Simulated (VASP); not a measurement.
Set up this calculation in VASP 6.6.1, as the native input.

| Item | Value |
| --- | --- |
| Task | single point |
| Functional | LDA |
| Potentials or basis | VASP PAW LDA potentials, release 64 (K_sv) |
| Cutoff | 520 eV |
| k mesh | 12 × 12 × 12 |
| Occupations | fermi-dirac, width 0.08 eV |
| Spin | no spin polarisation |
| Dipole correction | no |
| k mesh for the DOS | 18 × 18 × 18 |
| Occupations for the DOS | tetrahedron |
| Further INCAR settings | ALGO = Normal; EDIFF = 1e-06; NBANDS = 10 |

K:

```xyz
1
Lattice="0.0000 2.4371 2.4371 2.4371 0.0000 2.4371 2.4371 2.4371 0.0000" Properties=species:S:1:pos:R:3 pbc="T T T"
K     0.0000    0.0000    0.0000
```

This isn't the form of K at room conditions, which is bcc.

One way to write it, as run:

POSCAR

```
K
1.0
    0.0000000000      2.4370804012      2.4370804012
    2.4370804012      0.0000000000      2.4370804012
    2.4370804012      2.4370804012      0.0000000000
K
1
Direct
    0.0000000000      0.0000000000      0.0000000000
```

INCAR.step1

```
SYSTEM = K
ALGO = Normal ; EDIFF = 1E-6
ENCUT = 520 ; GGA = CA
ISIF = 2 ; ISMEAR = -1
LASPH = .True. ; LCHARG = .True.
LREAL = .False. ; LWAVE = .False.
NBANDS = 10 ; NELM = 60
PREC = Accurate ; SIGMA = 0.08
```

KPOINTS.step1

```
k-points
0
Gamma
  12 12 12
  0 0 0
```

INCAR.step2

```
SYSTEM = K
ALGO = Normal ; EDIFF = 1E-6
ENCUT = 520 ; GGA = CA
ICHARG = 11 ; ISIF = 2
ISMEAR = -5 ; LASPH = .True.
LCHARG = .False. ; LORBIT = 10
LREAL = .False. ; LWAVE = .False.
NBANDS = 10 ; NEDOS = 1001
NELM = 60 ; PREC = Accurate
SIGMA = 0.08
```

KPOINTS.step2

```
k-points
0
Gamma
  18 18 18
  0 0 0
```

Potentials or basis: VASP PAW LDA potentials, release 64 (K_sv).

Launch:

```bash
$ cat potpaw_LDA.64/K_sv/POTCAR > POTCAR
$ cp INCAR.step1 INCAR
$ cp KPOINTS.step1 KPOINTS
$ mpirun -np 1 vasp_std > vasp.out
$ cp INCAR.step2 INCAR
$ cp KPOINTS.step2 KPOINTS
$ mpirun -np 1 vasp_std > vasp.out
```

Results of the run:

The valence electrons inside the program's atomic spheres are K 7.62.

Run time: 52 s on 1 thread of Intel(R) Xeon(R) Platinum 8259CL CPU @ 2.50GHz (Skylake/Cascade Lake), with other jobs on the host, peak memory 0.17 GiB.
